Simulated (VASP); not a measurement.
Crystal: Pb2O.

```
CELL_PARAMETERS angstrom
5.38000 0.00000 0.00000
0.00000 5.38000 0.00000
0.00000 0.00000 5.38000
ATOMIC_POSITIONS crystal
Pb 0.25000 0.25000 0.25000
Pb 0.75000 0.75000 0.25000
Pb 0.25000 0.75000 0.75000
Pb 0.75000 0.25000 0.75000
O 0.00000 0.00000 0.00000
O 0.50000 0.50000 0.50000
```

Base run:

- Program: VASP 6.6.1
- Functional: PBE
- Potentials or basis: VASP PAW PBE potentials, release 64 (Pb_d, O)
- Cutoff: 520 eV
- k mesh: 4 × 4 × 4
- Occupations: gaussian, width 0.05 eV
- Spin: no spin polarisation

Its results: band gap on the k mesh zero (bands 34 and 35 overlap by 0.72 eV); pressure 2.7 GPa.

**Question.** The run is repeated on the same cell with these changes: functional from PBE to PBEsol; further incar settings from ALGO = Normal; EDIFF = 1e-06; NBANDS = 43 to ALGO = Normal; EDIFF = 1e-07; NBANDS = 43. What comes out?

**Answer.** Band gap on the k mesh zero (bands 34 and 35 overlap by 0.73 eV); pressure -0.2 GPa.

Caveats: semilocal functionals underestimate gaps, so a narrow gap can read as zero; spin-orbit coupling is left out, which moves the levels of the heavy elements; the PAW data sets were made with another functional, which shifts forces and pressure a little (at least some runs).
